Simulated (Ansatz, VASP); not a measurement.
# HfO2 in VASP and in Ansatz

```xyz
3
Lattice="0.0000 2.5575 2.5575 2.5575 0.0000 2.5575 2.5575 2.5575 0.0000" Properties=species:S:1:pos:R:3 pbc="T T T"
Hf    0.0000    0.0000    0.0000
O     3.8363    3.8363    3.8363
O     1.2788    1.2788    1.2788
```

Alike in both runs: functional PBEsol; k mesh 7 × 7 × 7; occupations fermi-dirac, width 0.05 eV; non-collinear spin, spin-orbit coupling.

|  | VASP | Ansatz |
| --- | --- | --- |
| version | VASP 6.6.1 | Ansatz 0.2.0 |
| potentials or method | VASP PAW PBE potentials, release 64 (Hf_pv, O), cutoff 520 eV | all-electron LAPW, relativistic spinors |
| task | single point | band structure |

Ansatz gave:

```
pressure (GPa)           : -10.4
net moment per atom (μB) : 0.00
```

**Question.** What did VASP give for the same quantities?

**Answer.** Pressure (GPa): -13.4; net moment per atom (μB): 0.00.

VASP's potentials were made for PBE, not for PBEsol. Ansatz ran all-electron here, and VASP with PAW potentials.
